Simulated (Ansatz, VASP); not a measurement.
## One calculation of La, two programs

File INCAR:

```
SYSTEM = La
PREC = Accurate ; ENCUT = 520
EDIFF = 1E-6 ; ISMEAR = -1
SIGMA = 0.1 ; LREAL = .False.
LASPH = .True. ; NELM = 60
ALGO = Normal ; ISIF = 2
LWAVE = .False. ; LCHARG = .False.
GGA = PE ; NBANDS = 12
```

The input KPOINTS:

```
regular mesh
0
Gamma
  16 16 16
  0 0 0
```

The input POSCAR:

```
La
1.0
    3.4133210527      0.0000000000      0.0000000000
    0.0000000000      3.4133210527      0.0000000000
    0.0000000000      0.0000000000      3.4133210527
La
1
Direct
    0.0000000000      0.0000000000      0.0000000000
```

Input for Ansatz:

```yaml
crystal:
  lattice:
    - [3.4133210527, 0.0, 0.0]
    - [0.0, 3.4133210527, 0.0]
    - [0.0, 0.0, 3.4133210527]
  atoms:
    - { symbol: La, position: [0.0, 0.0, 0.0] }
hamiltonian:
  xc: pbe
  pseudopotentials:
    kind: paw
    azcp:
      La: "pseudopotentials/La.paw.azcp"
basis:
  ecutwfc: 420
  fft_grid_basis: typed
kpoints:
  mp_grid: { grid: [16, 16, 16], shift: [0, 0, 0] }
magnetization:
  spin_polarized: false
scf:
  occupations: { method: fermi_dirac, width: 0.1 }
output:
  stress: true
```

Alike in both runs: task single point; functional PBE; k mesh 16 × 16 × 16; occupations fermi-dirac, width 0.1 eV; no spin polarisation.

```csv
,VASP,Ansatz
version,VASP 6.6.1,Ansatz 0.2.0
potentials or method,"VASP PAW PBE potentials, release 64 (La), cutoff 520 eV","plane waves (420 eV) with PAW, scalar-relativistic"
valence electrons in the cell,11,11
```

```tsv
	VASP	Ansatz	Ansatz less VASP
pressure (GPa)	-1.5	-1.6	-0.02
```

With one functional, cell and mesh, what is left measures potentials, basis and numerics.

Neither program's run includes spin-orbit coupling.
